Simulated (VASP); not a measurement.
# CoO (R-3m) in VASP: further runs

CoO is run at these levels: PBEsol+U, PBE; tasks: single point, vibrations by perturbation theory.

Everything below comes from runs of VASP 6.6.1. Logs are shortened: lines on timing, memory, paths and dates and some standing lists are left out, and cuts for length are marked.

### Step 1. The cell of the first run

The structure is trigonal, space group R-3m (No. 166). The conventional cell has a = 3.011 Å, b = 3.011 Å, c = 7.320 Å, α = 90.00°, β = 90.00°, γ = 120.00°. Co (site symmetry -3m) has 6 O at 2.12 Å within 2.8 Å. O (site symmetry -3m) has 6 Co at 2.12 Å within 2.8 Å.

### Step 2. Single point, PBEsol+U, collinear spin, ferromagnetic start

File INCAR:

```
SYSTEM = CoO
PREC = Accurate
ENCUT = 520
EDIFF = 1E-7
ISMEAR = -1
SIGMA = 0.05
LREAL = .FALSE.
LASPH = .TRUE.
NELM = 150
ALGO = Normal
ISIF = 2
LWAVE = .FALSE.
LCHARG = .FALSE.
ISPIN = 2
MAGMOM = 2 0
LORBIT = 11
LMAXMIX = 4
LDAU = .TRUE.
LDAUTYPE = 2
LDAUL = 2 -1
LDAUU = 6 0
LDAUJ = 0 0
LDAUPRINT = 1
GGA = PS
NBANDS = 18
```

File KPOINTS:

```
Automatic mesh
0
G
  11 11 11
  0 0 0
```

File POSCAR:

```
CoO
1.0
    1.5054695445      0.8691832468      2.4399269062
   -1.5054695445      0.8691832468      2.4399269062
    0.0000000000     -1.7383664936      2.4399269062
Co O
1 1
Direct
    0.0000000000      0.0000000000      0.0000000000
    0.5000000000      0.5000000000      0.5000000000
```

Potentials or basis: VASP PAW PBE potentials, release 64 (Co, O).

Launch:

```console
$ cat potpaw_PBE.64/Co/POTCAR potpaw_PBE.64/O/POTCAR > POTCAR
$ mpirun -np 1 vasp_std > vasp.out
```

OUTCAR:

```text
SYSTEM = CoO
   PREC = Accurate
   ENCUT = 520
   EDIFF = 1E-7
   ISMEAR = -1
   LREAL = .FALSE.
   LASPH = .TRUE.
   NELM = 150
   ISIF = 2
   ISPIN = 2
   LORBIT = 11
   GGA = PS

 ion  position               nearest neighbor table
   1  0.000  0.000  0.000-   2 2.12   2 2.12   2 2.12   2 2.12   2 2.12   2 2.12
   2  0.500  0.500  0.500-   1 2.12   1 2.12   1 2.12   1 2.12   1 2.12   1 2.12

  LATTYP: Found a trigonal (rhomboedric) cell.
 ALAT       =     2.9958573687
 COS(alpha) =     0.4949531368

  Lattice vectors:

 A1 = (   1.5054695445,   0.8691832468,   2.4399269062)
 A2 = (  -1.5054695445,   0.8691832468,   2.4399269062)
 A3 = (   0.0000000000,  -1.7383664936,   2.4399269062)

Analysis of symmetry for initial positions (statically):
=====================================================================
 Subroutine PRICEL returns:
 Original cell was already a primitive cell.

 Routine SETGRP: Setting up the symmetry group for a
 trigonal (rhombohedral) supercell.

 Subroutine GETGRP returns: Found 12 space group operations
 (whereof 12 operations were pure point group operations)
 out of a pool of 12 trial point group operations.

The static configuration has the point symmetry D_3d.

Analysis of symmetry for dynamics (positions and initial velocities):
=====================================================================
 Subroutine PRICEL returns:
 Original cell was already a primitive cell.

 Routine SETGRP: Setting up the symmetry group for a
 trigonal (rhombohedral) supercell.

 Subroutine GETGRP returns: Found 12 space group operations
 (whereof 12 operations were pure point group operations)
 out of a pool of 12 trial point group operations.

The dynamic configuration has the point symmetry D_3d.

Analysis of structural, dynamic, and magnetic symmetry:
=====================================================================
 Subroutine PRICEL returns:
 Original cell was already a primitive cell.

 Routine SETGRP: Setting up the symmetry group for a
 trigonal (rhombohedral) supercell.

 Subroutine GETGRP returns: Found 12 space group operations
 (whereof 12 operations were pure point group operations)
 out of a pool of 12 trial point group operations.

The overall configuration has the point symmetry D_3d.

 Subroutine INISYM returns: Found 12 space group operations
 (whereof 12 operations are pure point group operations),
 and found     1 'primitive' translations

----------------------------------------------------------------------------------------

                                     Primitive cell

  volume of cell :      19.1563

  direct lattice vectors                    reciprocal lattice vectors
     1.505469544  0.869183247  2.439926906     0.332122295  0.191750896  0.136616114
    -1.505469544  0.869183247  2.439926906    -0.332122295  0.191750896  0.136616114
     0.000000000 -1.738366494  2.439926906     0.000000000 -0.383501793  0.136616114

  length of vectors
     2.995857369  2.995857369  2.995857369     0.407108816  0.407108816  0.407108816

  position of ions in fractional coordinates (direct lattice)
     0.000000000  0.000000000  0.000000000
     0.500000000  0.500000000  0.500000000

  ion indices of the primitive-cell ions
   primitive index   ion index
                 1           1
                 2           2

----------------------------------------------------------------------------------------

 KPOINTS: Automatic mesh

Automatic generation of k-mesh.
 Grid dimensions read from file:
 generate k-points for:   11   11   11

 Generating k-lattice:

  Cartesian coordinates                     Fractional coordinates (reciprocal lattice)
     0.030192936  0.017431900  0.012419647     0.090909091  0.000000000  0.000000000
    -0.030192936  0.017431900  0.012419647     0.000000000  0.090909091  0.000000000
     0.000000000 -0.034863799  0.012419647     0.000000000  0.000000000  0.090909091

  Length of vectors
     0.037009892  0.037009892  0.037009892

  Shift w.r.t. Gamma in fractional coordinates (k-lattice)
     0.000000000  0.000000000  0.000000000

 Subroutine IBZKPT returns following result:
 ===========================================

 Found    146 irreducible k-points:

 Following reciprocal coordinates:
            Coordinates               Weight
  0.000000  0.000000  0.000000      1.000000
  0.090909  0.000000  0.000000      6.000000
  0.181818  0.000000  0.000000      6.000000
  0.272727 -0.000000  0.000000      6.000000
  0.363636 -0.000000 -0.000000      6.000000
  0.454545  0.000000 -0.000000      6.000000
[... 16 lines left out ...]
 -0.272727  0.181818  0.000000     12.000000
 -0.181818  0.181818  0.000000      6.000000
 [... further k-points ...]
   k-points           NKPTS =    146   k-points in BZ     NKDIM =    146   number of bands    NBANDS=     18
   number of dos      NEDOS =    301   number of ions     NIONS =      2
   total plane-waves  NPLWV =  13824
   dimension x,y,z NGX =    24 NGY =   24 NGZ =   24
   dimension x,y,z NGXF=    48 NGYF=   48 NGZF=   48
   ions per type =               1   1
   NGX,Y,Z   is equivalent  to a cutoff of  13.32, 13.32, 13.32 a.u.
   NGXF,Y,Z  is equivalent  to a cutoff of  26.64, 26.64, 26.64 a.u.
 SYSTEM =  CoO
   PREC   = accura    normal or accurate (medium, high low for compatibility)
   ISTART =      0    job   : 0-new  1-cont  2-samecut
   ICHARG =      2    charge: 1-file 2-atom 10-const
   ISPIN  =      2    spin polarized calculation?
   LNONCOLLINEAR =      F non collinear calculations
   LSORBIT =      F    spin-orbit coupling
   LASPH  =      T    aspherical Exc in radial PAW
   ENCUT  =  520.0 eV  38.22 Ry    6.18 a.u.   5.57  5.57  5.57*2*pi/ulx,y,z
   NELM   =    150;   NELMIN=  2; NELMDL= -5     # of ELM steps
   EDIFF  = 0.1E-06   stopping-criterion for ELM
   LREAL  =      F    real-space projection
   EDIFFG = 0.1E-05   stopping-criterion for IOM
   NSW    =      0    number of steps for IOM
   IBRION =     -1    ionic relax: 0-MD 1-quasi-New 2-CG
   NFREE  =      0    steps in history (QN), initial steepest desc. (CG)
   ISIF   =      2    stress and relaxation
   ISYM   =      2    0-nonsym 1-usesym 2-fastsym
   POTIM  = 0.5000    time-step for ionic-motion
   TEBEG  =    0.0;   TEEND  =   0.0 temperature during run
   PSTRESS=    0.0 pullay stress
   NELECT =      15.0000    total number of electrons
   NUPDOWN=      -1.0000    fix difference up-down
   EMIN   =  10.00;   EMAX   =-10.00  energy-range for DOS
   EFERMI =   0.00;   METHOD = LEGACY
   ISMEAR =    -1;   SIGMA  =   0.05  broadening in eV -4-tet -1-fermi 0-gaus
   EFERMI_NEDOS =   21; number of points for ismear=-14 and -15
   IALGO  =     38    algorithm
   IMIX   =      4    mixing-type and parameters
     AMIX     =   0.40;   BMIX     =  1.00
     AMIX_MAG =   1.60;   BMIX_MAG =  1.00
  volume/ion in A,a.u.               =       9.58        64.64
  Fermi-wavevector in a.u.,A,eV,Ry     =   1.508927  2.851458 30.978555  2.276860
  Thomas-Fermi vector in A             =   2.619316
   LORBIT       =     11    0 simple, 1 ext, 2 COOP (PROOUT), +10 PAW based schemes
 LDA+U is selected, type is set to LDAUTYPE =  2
   angular momentum for each species LDAUL =     2   -1
   U (eV)           for each species LDAUU =   6.0  0.0
   J (eV)           for each species LDAUJ =   0.0  0.0
   GGA     = PS    functional components
   LHFCALC =     F    Hartree Fock is set to
   AEXX    =    0.0000 exact exchange contribution
   IVDW    =     0    specifies the selected vdW correction
   LEPSILON=     F    determine dielectric tensor
   LRPA    =     F    only Hartree local field effects (RPA)
 spin polarized calculation
  energy-cutoff  :      520.00
  volume of cell :       19.16
 maximum number of plane-waves:       532
   NGX = 11   NGY = 11   NGZ = 11

atom =   1  type =  1  l = 2

 onsite density matrix

spin component  1

  0.9936  0.0000  0.0000 -0.0233 -0.0000
  0.0000  1.0100 -0.0000 -0.0000 -0.0233
  0.0000 -0.0000  0.9755 -0.0000  0.0000
 -0.0233 -0.0000 -0.0000  1.0100  0.0000
 -0.0000 -0.0233  0.0000  0.0000  0.9936

spin component  2

  0.4789 -0.0000  0.0000  0.1203  0.0000
 -0.0000  0.1419  0.0000  0.0000  0.1203
  0.0000  0.0000  0.9714  0.0000  0.0000
  0.1203  0.0000  0.0000  0.1419  0.0000
  0.0000  0.1203  0.0000  0.0000  0.4789

 occupancies and eigenvectors

  o =  0.1033  v =  0.0000  0.0000  0.0000  0.0000  0.0000  0.3051  0.0000  0.0000 -0.9523 -0.0000      0.0000  0.0000  0.0000  0.0000  0.0000  0.0000  0.0000  0.0000  0.0000  0.0000
  o =  0.1033  v =  0.0000  0.0000  0.0000  0.0000  0.0000 -0.0000  0.9523  0.0000  0.0000 -0.3051      0.0000  0.0000  0.0000  0.0000  0.0000  0.0000  0.0000  0.0000  0.0000  0.0000
  o =  0.5175  v =  0.0000  0.0000  0.0000  0.0000  0.0000  0.9523 -0.0000  0.0000  0.3051 -0.0000      0.0000  0.0000  0.0000  0.0000  0.0000  0.0000  0.0000  0.0000  0.0000  0.0000
  o =  0.5175  v =  0.0000  0.0000  0.0000  0.0000  0.0000 -0.0000 -0.3051  0.0000 -0.0000 -0.9523      0.0000  0.0000  0.0000  0.0000  0.0000  0.0000  0.0000  0.0000  0.0000  0.0000
  o =  0.9714  v =  0.0000  0.0000  0.0000  0.0000  0.0000 -0.0000 -0.0000 -1.0000 -0.0000 -0.0000      0.0000  0.0000  0.0000  0.0000  0.0000  0.0000  0.0000  0.0000  0.0000  0.0000
  o =  0.9755  v =  0.0000 -0.0000  1.0000  0.0000 -0.0000  0.0000  0.0000  0.0000  0.0000  0.0000      0.0000  0.0000  0.0000  0.0000  0.0000  0.0000  0.0000  0.0000  0.0000  0.0000
  o =  0.9771  v = -0.8159  0.0000  0.0000 -0.5782 -0.0000  0.0000  0.0000  0.0000  0.0000  0.0000      0.0000  0.0000  0.0000  0.0000  0.0000  0.0000  0.0000  0.0000  0.0000  0.0000
  o =  0.9771  v =  0.0000 -0.5782 -0.0000  0.0000 -0.8159  0.0000  0.0000  0.0000  0.0000  0.0000      0.0000  0.0000  0.0000  0.0000  0.0000  0.0000  0.0000  0.0000  0.0000  0.0000
  o =  1.0265  v = -0.5782  0.0000 -0.0000  0.8159  0.0000  0.0000  0.0000  0.0000  0.0000  0.0000      0.0000  0.0000  0.0000  0.0000  0.0000  0.0000  0.0000  0.0000  0.0000  0.0000
  o =  1.0265  v =  0.0000 -0.8159  0.0000 -0.0000  0.5782  0.0000  0.0000  0.0000  0.0000  0.0000      0.0000  0.0000  0.0000  0.0000  0.0000  0.0000  0.0000  0.0000  0.0000  0.0000

 number of electron      15.0000005 magnetization       2.9999909

 Free energy of the ion-electron system (eV)
  ---------------------------------------------------
  ext. energy  EPLUGINS =         0.00000000
  ---------------------------------------------------
  free energy    TOTEN  =       -11.29868542 eV

  energy without entropy =      -11.28695921  energy(sigma->0) =      -11.29282231

 E-fermi :   7.6641     XC(G=0): -12.6736

 val. band max:        7.6541369665   @ k =  -0.4545   0.3636   0.2727
 cond. band min:       7.6755375094   @ k =   0.3636   0.3636   0.2727
 fundamental gap:      0.0214005429
 Fermi energy:         7.6640842010

 spin component 1

 k-point     1 :       0.0000    0.0000    0.0000
  band No.  band energies     occupation
      1     -12.0949      1.00000
      2       1.2775      1.00000
      3       1.2775      1.00000
      4       1.6642      1.00000
      5       1.6642      1.00000
      6       2.3248      1.00000
[... 10 lines left out ...]
     17      29.4648      0.00000
     18      29.7082      0.00000
[... 463 lines left out ...]
 k-point    24 :      -0.1818    0.1818    0.0000
  band No.  band energies     occupation
      1     -11.3241      1.00000
      2      -0.0013      1.00000
      3       0.1387      1.00000
      4       1.0596      1.00000
      5       2.0337      1.00000
      6       2.4930      1.00000
[... 10 lines left out ...]
     17      34.0530      0.00000
     18      36.6493      0.00000

 [... further k-points ...]

 spin component 2

 k-point     1 :       0.0000    0.0000    0.0000
  band No.  band energies     occupation
      1     -11.7085      1.00000
      2       3.9365      1.00000
      3       5.4060      1.00000
      4       5.4060      1.00000
      5       5.4678      1.00000
      6       6.7157      1.00000
[... 10 lines left out ...]
     17      30.4915      0.00000
     18      35.1693      0.00000
[... 463 lines left out ...]
 k-point    24 :      -0.1818    0.1818    0.0000
  band No.  band energies     occupation
      1     -10.9057      1.00000
      2       2.0282      1.00000
      3       3.7188      1.00000
      4       4.3406      1.00000
      5       4.5853      1.00000
      6       7.4475      0.98703
[... 10 lines left out ...]
     17      36.4766      0.00000
     18      38.5732      0.00000

 [... further k-points ...]
[... 5 lines left out ...]
  --------------------------------------------------------------------------------------
  -------------------------------------------------------------------------------------
  Total       -0.9678006     -0.9678006     -1.0678493      0.0000000     -0.0000000      0.0000000
  in kB      -80.9440812    -80.9440812    -89.3118698      0.0000000     -0.0000000      0.0000000
  external PRESSURE =     -83.7333440 kB  Pullay stress =       0.0000000 kB

 VOLUME and BASIS-vectors are now :
 -----------------------------------------------------------------------------
  energy-cutoff  :      520.00
  volume of cell :       19.16
      direct lattice vectors                 reciprocal lattice vectors
     1.505469544  0.869183247  2.439926906     0.332122295  0.191750896  0.136616114
    -1.505469544  0.869183247  2.439926906    -0.332122295  0.191750896  0.136616114
     0.000000000 -1.738366494  2.439926906     0.000000000 -0.383501793  0.136616114

 POSITION                                       TOTAL-FORCE (eV/Angst)
 -----------------------------------------------------------------------------------
      0.00000      0.00000      0.00000         0.000000     -0.000000      0.000000
      0.00000      0.00000      3.65989        -0.000000      0.000000      0.000000
 -----------------------------------------------------------------------------------
    total drift:                               -0.000000      0.000000     -0.000000

  FREE ENERGIE OF THE ION-ELECTRON SYSTEM (eV)
  ---------------------------------------------------
  free  energy   TOTEN  =       -11.2986854151 eV

  energy  without entropy=      -11.2869592060  energy(sigma->0) =      -11.29282231

 total charge

# of ion       s       p       d       tot
------------------------------------------
    1        0.306   0.378   7.169   7.852
    2        1.546   3.439   0.000   4.985
--------------------------------------------------
tot          1.852   3.817   7.169  12.837

 magnetization (x)

# of ion       s       p       d       tot
------------------------------------------
    1        0.020   0.017   2.766   2.803
    2        0.018   0.188   0.000   0.207
--------------------------------------------------
tot          0.038   0.205   2.766   3.009
```

Run time: 1.9 min. Hardware: 1 thread of Intel Xeon 8259CL, shared host; peak memory 0.21 GiB.

What came out:

```yaml
Free_energy: -11.2987 eV
Pressure: -8.4 GPa
Band_gap_on_the_k_mesh: zero (filled and empty bands overlap)
Net_moment: 3.00 μB per cell
Site_moments: Co +2.80; O +0.21 μB
Valence_electrons_inside_the_program's_atomic_spheres: Co 7.85; O 4.99
```

Eigenvalues of the final occupation matrices:
```
    site  spin  trace               eigenvalues
site 1 d     1   4.98  0.98 0.98 0.98 1.03 1.03
site 1 d     2   2.21  0.10 0.10 0.52 0.52 0.97
```

Caveat: the cell stands under tension; the PAW data sets were made with another functional, which shifts forces and pressure a little; a cell with one magnetic atom can't hold antiferromagnetic order, which such compounds often take. The state reached can hang on the start; a lower one may exist.

### Step 3. Single point, PBEsol+U, collinear spin, ferromagnetic start

File INCAR:

```
SYSTEM = CoO
  PREC = Accurate
  ENCUT = 520
  EDIFF = 1E-6
  ISMEAR = -1
  SIGMA = 0.05
  LREAL = .FALSE.
  LASPH = .TRUE.
  NELM = 150
  ALGO = Normal
  ISIF = 2
  LWAVE = .FALSE.
  LCHARG = .FALSE.
  ISPIN = 2
  MAGMOM = 2 0
  LORBIT = 11
  LMAXMIX = 4
  LDAU = .TRUE.
  LDAUTYPE = 2
  LDAUL = 2 -1
  LDAUU = 8 0
  LDAUJ = 0 0
  LDAUPRINT = 1
  GGA = PS
  NBANDS = 18
```

KPOINTS is that of step 2.

POSCAR is that of step 2.

Potentials or basis: VASP PAW PBE potentials, release 64 (Co, O).

Launch:

```console
$ cat potpaw_PBE.64/Co/POTCAR potpaw_PBE.64/O/POTCAR > POTCAR
$ mpirun -np 1 vasp_std > vasp.out
```

It took 2.1 min on 1 thread of Intel Xeon 8259CL, shared host; peak memory 0.21 GiB.

The run converged. Its results:

```
Free energy                                           : -10.6168 eV
Pressure                                              : -9.7 GPa
Band gap on the k mesh                                : zero (filled and empty bands overlap)
Net moment                                            : 3.00 μB per cell
Site moments                                          : Co +2.85; O +0.18 μB
Valence electrons inside the program's atomic spheres : Co 7.89; O 4.99
```

Stress tensor (GPa, compression positive):
```
-9.56  0.00  0.00
 0.00 -9.56  0.00
 0.00  0.00 -9.87
```

Levels at points of the mesh, in eV from the Fermi level:
Spin up:
| k point | band 6 | band 7 | band 8 | band 9 | band 10 | band 11 | band 12 | band 13 |
| --- | --- | --- | --- | --- | --- | --- | --- | --- |
| (0.00, 0.00, 0.00) | -6.33 | -2.63 | -2.63 | -2.57 | 1.30 | 15.50 | 15.50 | 15.91 |
Spin down:
| k point | band 4 | band 5 | band 6 | band 7 | band 8 | band 9 |
| --- | --- | --- | --- | --- | --- | --- |
| (0.00, 0.00, 0.00) | -2.26 | -2.18 | -0.99 | -0.99 | 1.83 | 3.32 |

Eigenvalues of the final occupation matrices:
```
    site  spin  trace               eigenvalues
site 1 d     1   5.03  0.98 0.98 0.98 1.04 1.04
site 1 d     2   2.20  0.08 0.08 0.53 0.53 0.98
```

Caveat: the cell stands under tension; the PAW data sets were made with another functional, which shifts forces and pressure a little; a cell with one magnetic atom can't hold antiferromagnetic order, which such compounds often take.

(Continued in part 2 of 2.)

The gap in the log of VASP goes by the Fermi energy; the results here count the filled bands.